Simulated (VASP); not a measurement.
# VI (Pm-3m) in VASP: notebook

VI is run at these levels: PBE; tasks: single point.

Program: VASP 6.6.1. These are calculated values, not measurements. Logs are shortened: lines on timing, memory, paths and dates and some standing lists are left out, and cuts for length are marked.

## Step 1: The cell of the first run

The structure is cubic, space group Pm-3m (No. 221). The conventional cell has a = 3.644 Å, b = 3.644 Å, c = 3.644 Å, α = 90.00°, β = 90.00°, γ = 90.00°. V (site symmetry m-3m) has 8 I at 3.16 Å and 6 V at 3.64 Å within 4.2 Å. I (site symmetry m-3m) has 8 V at 3.16 Å and 6 I at 3.64 Å within 4.2 Å.

## Step 2: Single point, PBE, collinear spin, ferromagnetic start

Contents of INCAR:

```
ALGO     = Fast           # electronic algorithm
EDIFF    = 1E-7           # SCF threshold, eV
ENCUT    = 520            # plane-wave cutoff, eV
GGA      = PE             # functional
ISIF     = 2              # what is computed and relaxed
ISMEAR   = 0              # smearing method
ISPIN    = 2              # spin polarisation
LASPH    = True           # aspherical terms in the spheres
LCHARG   = False          # write CHGCAR
LMAXMIX  = 4              # l up to which the mixer works
LORBIT   = 11             # projections on sites
LREAL    = False          # projectors in reciprocal space
LWAVE    = False          # write WAVECAR
MAGMOM   = 3.79 0         # initial moments
NBANDS   = 21             # bands
NELM     = 150            # most SCF steps
PREC     = Accurate       # precision mode
SIGMA    = 0.1            # smearing width, eV
```

Contents of KPOINTS:

```
k-points
0
Gamma
  4 4 4
```

Contents of POSCAR:

```
VI
1.0
    3.6437309865      0.0000000000      0.0000000000
    0.0000000000      3.6437309865      0.0000000000
    0.0000000000      0.0000000000      3.6437309865
V I
1 1
Direct
    0.0000000000      0.0000000000      0.0000000000
    0.5000000000      0.5000000000      0.5000000000
```

Potentials or basis: VASP PAW PBE potentials, release 64 (V_sv, I).

Started as:

```sh
> cat potpaw_PBE.64/V_sv/POTCAR potpaw_PBE.64/I/POTCAR > POTCAR
> mpirun -np 1 vasp_std > vasp.out
```

OUTCAR:

```text
EDIFF = 1E-7
   ENCUT = 520
   GGA = PE
   ISIF = 2
   ISMEAR = 0
   ISPIN = 2
   LASPH = True
   LORBIT = 11
   LREAL = False
   NELM = 150
   PREC = Accurate

 ion  position               nearest neighbor table
   1  0.000  0.000  0.000-   2 3.16   2 3.16   2 3.16   2 3.16   2 3.16   2 3.16   2 3.16   2 3.16

   2  0.500  0.500  0.500-   1 3.16   1 3.16   1 3.16   1 3.16   1 3.16   1 3.16   1 3.16   1 3.16

  LATTYP: Found a simple cubic cell.
 ALAT       =     3.6437309865

  Lattice vectors:

 A1 = (   3.6437309865,   0.0000000000,   0.0000000000)
 A2 = (   0.0000000000,   3.6437309865,   0.0000000000)
 A3 = (   0.0000000000,   0.0000000000,   3.6437309865)

Analysis of symmetry for initial positions (statically):
=====================================================================
 Subroutine PRICEL returns:
 Original cell was already a primitive cell.

 Routine SETGRP: Setting up the symmetry group for a
 simple cubic supercell.

 Subroutine GETGRP returns: Found 48 space group operations
 (whereof 48 operations were pure point group operations)
 out of a pool of 48 trial point group operations.

The static configuration has the point symmetry O_h .

Analysis of symmetry for dynamics (positions and initial velocities):
=====================================================================
 Subroutine PRICEL returns:
 Original cell was already a primitive cell.

 Routine SETGRP: Setting up the symmetry group for a
 simple cubic supercell.

 Subroutine GETGRP returns: Found 48 space group operations
 (whereof 48 operations were pure point group operations)
 out of a pool of 48 trial point group operations.

The dynamic configuration has the point symmetry O_h .

Analysis of structural, dynamic, and magnetic symmetry:
=====================================================================
 Subroutine PRICEL returns:
 Original cell was already a primitive cell.

 Routine SETGRP: Setting up the symmetry group for a
 simple cubic supercell.

 Subroutine GETGRP returns: Found 48 space group operations
 (whereof 48 operations were pure point group operations)
 out of a pool of 48 trial point group operations.

The overall configuration has the point symmetry O_h .

 Subroutine INISYM returns: Found 48 space group operations
 (whereof 48 operations are pure point group operations),
 and found     1 'primitive' translations

----------------------------------------------------------------------------------------

[... 99 lines left out ...]
  Fermi-wavevector in a.u.,A,eV,Ry     =   1.219566  2.304645 20.236495  1.487340
  Thomas-Fermi vector in A             =   2.354813
   LORBIT       =     11    0 simple, 1 ext, 2 COOP (PROOUT), +10 PAW based schemes
   GGA     = PE    functional components
   LHFCALC =     F    Hartree Fock is set to
   AEXX    =    0.0000 exact exchange contribution
   IVDW    =     0    specifies the selected vdW correction
   LEPSILON=     F    determine dielectric tensor
   LRPA    =     F    only Hartree local field effects (RPA)
 spin polarized calculation
 RMM-DIIS sequential band-by-band and
 Gauss-broadening in eV      SIGMA  =   0.10
  energy-cutoff  :      520.00
  volume of cell :       48.38
 maximum number of plane-waves:      1328
 NGX is ok and might be reduce to    28
   NGX = 13   NGY = 13   NGZ = 13

 number of electron      20.0000011 magnetization       3.6821372

 Free energy of the ion-electron system (eV)
  ---------------------------------------------------
  ext. energy  EPLUGINS =         0.00000000
  ---------------------------------------------------
  free energy    TOTEN  =        -9.07677656 eV

  energy without entropy =       -9.05386185  energy(sigma->0) =       -9.06531921

 E-fermi :   8.5205     XC(G=0): -10.2603

 val. band max:        8.5021271470   @ k =   0.0000   0.0000   0.0000
 cond. band min:       8.5337016108   @ k =   0.2500   0.0000   0.0000
 fundamental gap:      0.0315744639
 Fermi energy:         8.5204643154

 spin component 1

 k-point     1 :       0.0000    0.0000    0.0000
  band No.  band energies     occupation
      1     -56.5875      1.00000
      2     -30.5010      1.00000
      3     -30.5010      1.00000
      4     -30.5010      1.00000
      5      -7.2014      1.00000
      6       5.0996      1.00000
[... 229 lines left out ...]
     20      23.6621      0.00000
     21      24.1089      0.00000
 Fermi energy:         8.5204643154

 spin component 2

 k-point     1 :       0.0000    0.0000    0.0000
  band No.  band energies     occupation
      1     -53.6709      1.00000
      2     -27.6008      1.00000
      3     -27.6008      1.00000
      4     -27.6008      1.00000
      5      -7.1442      1.00000
      6       5.1970      1.00000
[... 229 lines left out ...]
     20      23.9839      0.00000
     21      24.0189      0.00000

------------------------ aborting loop because EDIFF is reached ----------------------------------------

  FORCE on cell =-STRESS in cart. coord.  units (eV):
  Direction    XX          YY          ZZ          XY          YZ          ZX
  --------------------------------------------------------------------------------------
  -------------------------------------------------------------------------------------
  Total       -0.0167108     -0.0167108     -0.0167108      0.0000000     -0.0000000     -0.0000000
  in kB       -0.5534373     -0.5534373     -0.5534373      0.0000000     -0.0000000     -0.0000000
  external PRESSURE =      -0.5534373 kB  Pullay stress =       0.0000000 kB

 VOLUME and BASIS-vectors are now :
 -----------------------------------------------------------------------------
  energy-cutoff  :      520.00
  volume of cell :       48.38
      direct lattice vectors                 reciprocal lattice vectors
     3.643730987  0.000000000  0.000000000     0.274443971  0.000000000  0.000000000
     0.000000000  3.643730987  0.000000000     0.000000000  0.274443971  0.000000000
     0.000000000  0.000000000  3.643730987     0.000000000  0.000000000  0.274443971

 POSITION                                       TOTAL-FORCE (eV/Angst)
 -----------------------------------------------------------------------------------
      0.00000      0.00000      0.00000         0.000000      0.000000      0.000000
      1.82187      1.82187      1.82187         0.000000      0.000000      0.000000
 -----------------------------------------------------------------------------------
    total drift:                               -0.000000      0.000000     -0.000000

  FREE ENERGIE OF THE ION-ELECTRON SYSTEM (eV)
  ---------------------------------------------------
  free  energy   TOTEN  =        -9.0767765579 eV

  energy  without entropy=       -9.0538618533  energy(sigma->0) =       -9.06531921

 total charge

# of ion       s       p       d       tot
------------------------------------------
    1        2.139   6.038   3.172  11.349
    2        1.528   2.691   0.071   4.289
--------------------------------------------------
tot          3.667   8.729   3.242  15.638

 magnetization (x)

# of ion       s       p       d       tot
------------------------------------------
    1        0.043   0.030   2.936   3.009
    2        0.022  -0.116   0.035  -0.059
--------------------------------------------------
tot          0.065  -0.086   2.971   2.950
```

stdout:

```text
POSCAR found type information on POSCAR V I
 POSCAR found :  2 types and       2 ions
 scaLAPACK will be used
 LDA part: xc-table for (Slater+PW92), standard interpolation
 POSCAR, INCAR and KPOINTS ok, starting setup
 FFT: planning ... GRIDC
 FFT: planning ... GRID_SOFT
 FFT: planning ... GRID
 WAVECAR not read
 entering main loop
```

Run time: 16 s. Hardware: 1 thread of Oxide Virtual Turin-like, shared host; peak memory 0.14 GiB.

What came out:

| Property | Result |
| --- | --- |
| Free energy | -9.0768 eV |
| Pressure | -0.1 GPa |
| Net moment | 3.68 μB per cell |
| Site moments | V +3.01; I -0.06 μB |
| Valence electrons inside the program's atomic spheres | V 11.35; I 4.29 |

Caveat: the k points lie up to 0.43 Å⁻¹ apart; spin-orbit coupling is left out, which moves the levels of the heavy elements; semilocal functionals often make such compounds metallic where correlation or magnetic order opens a gap, which also shifts bond lengths.

## Step 3: Single point, PBE, collinear spin, ferromagnetic start

Contents of INCAR:

```
  PREC = Accurate
  ENCUT = 520
  EDIFF = 1E-6
  ISMEAR = 0
  SIGMA = 0.1
  LREAL = F
  LASPH = T
  NELM = 150
  ALGO = Normal
  ISIF = 2
  LWAVE = F
  LCHARG = F
  ISPIN = 2
  MAGMOM = 3.53 0
  LORBIT = 11
  LMAXMIX = 4
  GGA = PE
  NBANDS = 21
```

Contents of KPOINTS:

```
Automatic mesh
0
Gamma
  6 6 6
```

POSCAR is that of step 2.

Potentials or basis: VASP PAW PBE potentials, release 64 (V_sv, I).

Started as:

```sh
> cat potpaw_PBE.64/V_sv/POTCAR potpaw_PBE.64/I/POTCAR > POTCAR
> mpirun -np 1 vasp_std > vasp.out
```

It took 32 s on 1 thread of Oxide Virtual Turin-like, shared host; peak memory 0.15 GiB.

Results (log left out):

```
Free energy                                           : -9.1321 eV
Pressure                                              : -0.2 GPa
Net moment                                            : 3.77 μB per cell
Site moments                                          : V +3.03; I -0.05 μB
Valence electrons inside the program's atomic spheres : V 11.35; I 4.29
```

Levels at points of the mesh, in eV from the Fermi level:
Spin up:
| k point | band 8 | band 9 | band 10 | band 11 | band 12 | band 13 | band 14 | band 15 | band 16 | band 17 |
| --- | --- | --- | --- | --- | --- | --- | --- | --- | --- | --- |
| (0.00, 0.00, 0.00) | -3.38 | -2.13 | -2.13 | -0.83 | -0.43 | -0.43 | -0.43 | 4.91 | 4.91 | 10.01 |
| (0.50, 0.00, 0.00) | -3.51 | -1.68 | -0.35 | -0.09 | 0.73 | 0.73 | 1.93 | 4.20 | 4.29 | 5.11 |
| (0.50, 0.50, 0.00) | -2.71 | -2.09 | -0.98 | -0.98 | -0.76 | 0.03 | 0.77 | 5.92 | 5.92 | 6.45 |
| (0.50, 0.50, 0.50) | -6.22 | 0.06 | 0.06 | 0.17 | 0.17 | 0.17 | 0.81 | 0.81 | 0.81 | 3.18 |
Spin down:
```
           k point  band 5  band 6  band 7  band 8  band 9  band 10  band 11  band 12
(0.00, 0.00, 0.00)  -15.60   -3.26   -3.26   -3.26    0.04     0.04     0.72     2.24
(0.50, 0.00, 0.00)  -14.87   -7.39   -3.07   -3.07    0.92     2.36     2.73     3.00
(0.50, 0.50, 0.00)  -14.31   -6.28   -6.28   -2.13   -0.91     1.45     1.45     1.56
(0.50, 0.50, 0.50)  -13.66   -5.90   -5.90   -5.90    1.39     1.39     1.39     2.99
```

Caveat: spin-orbit coupling is left out, which moves the levels of the heavy elements; semilocal functionals often make such compounds metallic where correlation or magnetic order opens a gap, which also shifts bond lengths.

## Step 4: Single point, PBE, collinear spin, ferromagnetic start

This run uses another cell than the first one, of 28.44 Å³/atom.

Contents of INCAR:

```
PREC = Accurate ; ENCUT = 520
EDIFF = 1E-7 ; ISMEAR = 0
SIGMA = 0.1 ; LREAL = F
LASPH = T ; NELM = 150
ALGO = Normal ; ISIF = 2
LWAVE = F ; LCHARG = F
ISPIN = 2 ; MAGMOM = 2 0
LORBIT = 11 ; LMAXMIX = 4
GGA = PE ; NBANDS = 21
```

Contents of KPOINTS:

```
regular mesh
0
Gamma
  6 6 6
```

Contents of POSCAR:

```
VI
1.0
    3.8459713320      0.0000000000      0.0000000000
    0.0000000000      3.8459713320      0.0000000000
    0.0000000000      0.0000000000      3.8459713320
V I
1 1
Direct
    0.0000000000      0.0000000000      0.0000000000
    0.5000000000      0.5000000000      0.5000000000
```

Potentials or basis: VASP PAW PBE potentials, release 64 (V_sv, I).

Started as:

```sh
> cat potpaw_PBE.64/V_sv/POTCAR potpaw_PBE.64/I/POTCAR > POTCAR
> mpirun -np 1 vasp_std > vasp.out
```

OUTCAR:

```text
PREC = Accurate
   ENCUT = 520
   EDIFF = 1E-7
   ISMEAR = 0
   LREAL = F
   LASPH = T
   NELM = 150
   ISIF = 2
   ISPIN = 2
   LORBIT = 11
   GGA = PE

 ion  position               nearest neighbor table
   1  0.000  0.000  0.000-
   2  0.500  0.500  0.500-

  LATTYP: Found a simple cubic cell.
 ALAT       =     3.8459713320

  Lattice vectors:

 A1 = (   3.8459713320,   0.0000000000,   0.0000000000)
 A2 = (   0.0000000000,   3.8459713320,   0.0000000000)
 A3 = (   0.0000000000,   0.0000000000,   3.8459713320)

Analysis of symmetry for initial positions (statically):
=====================================================================
 Subroutine PRICEL returns:
 Original cell was already a primitive cell.

 Routine SETGRP: Setting up the symmetry group for a
 simple cubic supercell.

[... 668 lines left out ...]
 k-point     1 :       0.0000    0.0000    0.0000
  band No.  band energies     occupation
      1     -55.3052      1.00000
      2     -29.2404      1.00000
      3     -29.2404      1.00000
      4     -29.2404      1.00000
      5      -8.1625      1.00000
      6       3.5182      1.00000
[... 469 lines left out ...]
     20      20.5033      0.00000
     21      20.9956      0.00000

------------------------ aborting loop because EDIFF is reached ----------------------------------------

  FORCE on cell =-STRESS in cart. coord.  units (eV):
  Direction    XX          YY          ZZ          XY          YZ          ZX
  --------------------------------------------------------------------------------------
  -------------------------------------------------------------------------------------
  Total       -1.6674523     -1.6674523     -1.6674523      0.0000000      0.0000000     -0.0000000
  in kB      -46.9619244    -46.9619244    -46.9619244      0.0000000      0.0000000     -0.0000000
  external PRESSURE =     -46.9619244 kB  Pullay stress =       0.0000000 kB

 VOLUME and BASIS-vectors are now :
 -----------------------------------------------------------------------------
  energy-cutoff  :      520.00
  volume of cell :       56.89
      direct lattice vectors                 reciprocal lattice vectors
     3.845971332  0.000000000  0.000000000     0.260012339  0.000000000  0.000000000
     0.000000000  3.845971332  0.000000000     0.000000000  0.260012339  0.000000000
     0.000000000  0.000000000  3.845971332     0.000000000  0.000000000  0.260012339

 POSITION                                       TOTAL-FORCE (eV/Angst)
 -----------------------------------------------------------------------------------
      0.00000      0.00000      0.00000         0.000000      0.000000      0.000000
      1.92299      1.92299      1.92299         0.000000      0.000000      0.000000
 -----------------------------------------------------------------------------------
    total drift:                               -0.000000     -0.000000     -0.000000

  FREE ENERGIE OF THE ION-ELECTRON SYSTEM (eV)
  ---------------------------------------------------
  free  energy   TOTEN  =        -8.9813469414 eV

  energy  without entropy=       -8.9652769812  energy(sigma->0) =       -8.97331196

 total charge

# of ion       s       p       d       tot
------------------------------------------
    1        2.116   6.016   3.171  11.303
    2        1.528   2.684   0.041   4.252
--------------------------------------------------
tot          3.644   8.700   3.212  15.555

 magnetization (x)

# of ion       s       p       d       tot
------------------------------------------
    1        0.061   0.028   3.055   3.144
    2        0.019  -0.104   0.029  -0.056
--------------------------------------------------
tot          0.080  -0.076   3.085   3.088
```

OSZICAR:

```text
N       E                     dE             d eps       ncg     rms          rms(c)
DAV:   1     0.150913384916E+03    0.15091E+03   -0.95525E+03  1712   0.900E+02
DAV:   2    -0.278289210968E+01   -0.15370E+03   -0.14877E+03  1790   0.256E+02
DAV:   3    -0.883164166577E+01   -0.60487E+01   -0.59839E+01  2016   0.515E+01
DAV:   4    -0.891355824816E+01   -0.81917E-01   -0.81894E-01  1984   0.589E+00
DAV:   5    -0.891515439431E+01   -0.15961E-02   -0.15961E-02  2005   0.780E-01    0.107E+01
DAV:   6    -0.929233001968E+01   -0.37718E+00   -0.10937E+01  1845   0.163E+01    0.128E+01
DAV:   7    -0.895653540878E+01    0.33579E+00   -0.10565E+00  1820   0.939E+00    0.348E+00
DAV:   8    -0.897307177476E+01   -0.16536E-01   -0.62526E-01  1810   0.488E+00    0.197E+00
DAV:   9    -0.898228008381E+01   -0.92083E-02   -0.42553E-02  1835   0.114E+00    0.146E+00
DAV:  10    -0.898015938789E+01    0.21207E-02   -0.50680E-03  2005   0.381E-01    0.751E-01
DAV:  11    -0.898129059653E+01   -0.11312E-02   -0.10377E-02  1780   0.569E-01    0.162E-01
DAV:  12    -0.898134501440E+01   -0.54418E-04   -0.26164E-04  1930   0.109E-01    0.392E-02
DAV:  13    -0.898134670793E+01   -0.16935E-05   -0.11449E-05  1885   0.229E-02    0.264E-02
DAV:  14    -0.898134715655E+01   -0.44863E-06   -0.17602E-06  1982   0.830E-03    0.844E-03
DAV:  15    -0.898134699112E+01    0.16544E-06   -0.45158E-07  1850   0.512E-03    0.385E-03
DAV:  16    -0.898134694143E+01    0.49685E-07   -0.21312E-07  1537   0.309E-03
   1 F= -.89813469E+01 E0= -.89733120E+01  d E =-.160700E-01  mag=     3.9529
```

Wall time 51 s (1 thread of Oxide Virtual Turin-like, shared host); peak memory 0.17 GiB.

What came out:

| Property | Result |
| --- | --- |
| Free energy | -8.9813 eV |
| Pressure | -4.7 GPa |
| Net moment | 3.95 μB per cell |
| Site moments | V +3.14; I -0.06 μB |
| Valence electrons inside the program's atomic spheres | V 11.30; I 4.25 |

Caveat: the cell stands under tension; spin-orbit coupling is left out, which moves the levels of the heavy elements; semilocal functionals often make such compounds metallic where correlation or magnetic order opens a gap, which also shifts bond lengths.

## Step 5: The runs side by side

```csv
cell,k mesh,gap on the mesh (eV),pressure (GPa),moment (μB)
"a = 3.644 Å, 2 atoms",4 × 4 × 4,none,-0.1,3.68
"a = 3.644 Å, 2 atoms",6 × 6 × 6,none,-0.2,3.77
"a = 3.846 Å, 2 atoms",6 × 6 × 6,none,-4.7,3.95
```

Alike in all rows: task single point; level PBE; potentials or basis VASP PAW PBE potentials, release 64 (V_sv, I); spin collinear, ferromagnetic start; cutoff (eV) 520; smearing gaussian 0.1 eV.

Caveats: some runs use coarse meshes; spin-orbit coupling is left out, which moves the levels of the heavy elements; semilocal functionals often make such compounds metallic where correlation or magnetic order opens a gap, which also shifts bond lengths; the cell stands under tension (at least some runs).

Absolute energies hang on the potentials; compare differences alone.

The gap in the log of VASP goes by the Fermi energy; the results here count the filled bands.